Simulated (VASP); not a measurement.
Set up this calculation in VASP 6.6.1, as the native input.

| Quantity | Value |
| --- | --- |
| Task | single point |
| Functional | PBE |
| Potentials or basis | VASP PAW PBE potentials, release 64 (Ho_3, O), 4f in core |
| Cutoff | 600 eV |
| k mesh | 7 × 7 × 7 |
| Occupations | gaussian, width 0.2 eV |
| Spin | no spin polarisation |
| Dipole correction | no |
| Mended | yes |
| Further INCAR settings | ALGO = Normal; EDIFF = 1e-06; NBANDS = 19 |

The structure of Ho2O lies in POSCAR:

```
Ho2O
1.0
   -1.8469473950      1.8469473950      6.6377950236
    1.8469473950     -1.8469473950      6.6377950236
    1.8469473950      1.8469473950     -6.6377950236
Ho O
2 1
Direct
    0.8502117661      0.8502117661      0.0000000000
    0.1497882339      0.1497882339      0.0000000000
    0.0000000000      0.0000000000      0.0000000000
```

The cell was built from a structure type or drawn by symmetry, and may not be a known phase.

One way to write it, as run:

INCAR

```
ALGO = Normal
EDIFF = 1E-6
ENCUT = 600
GGA = PE
GGA_COMPAT = False
ISIF = 2
ISMEAR = 0
LASPH = True
LCHARG = False
LMAXMIX = 6
LREAL = False
LWAVE = False
NBANDS = 19
NELM = 200
PREC = Accurate
SIGMA = 0.2
```

KPOINTS

```
k-points
0
Gamma
  7 7 7
```

Potentials or basis: VASP PAW PBE potentials, release 64 (Ho_3, O), 4f in core.

Launch:

```sh
$ cat potpaw_PBE.64/Ho_3/POTCAR potpaw_PBE.64/O/POTCAR > POTCAR
$ mpirun -np 1 vasp_std > vasp.out
```

It gave:

| Property | Result |
| --- | --- |
| Pressure | 1.0 GPa |
| Largest force | 0.327 eV/Å |
| Band gap on the k mesh | zero (bands 12 and 13 overlap by 0.51 eV) |

Caveat: spin-orbit coupling is left out, which moves the levels of the heavy elements; the 4f electrons are frozen in the core, so they carry no moment and show no levels; the run has no spin polarisation, though such a crystal can be magnetic.

It took 4.9 min on 1 thread of Intel(R) Xeon(R) Platinum 8488C (Sapphire Rapids) (shared host), peak memory 0.52 GiB.
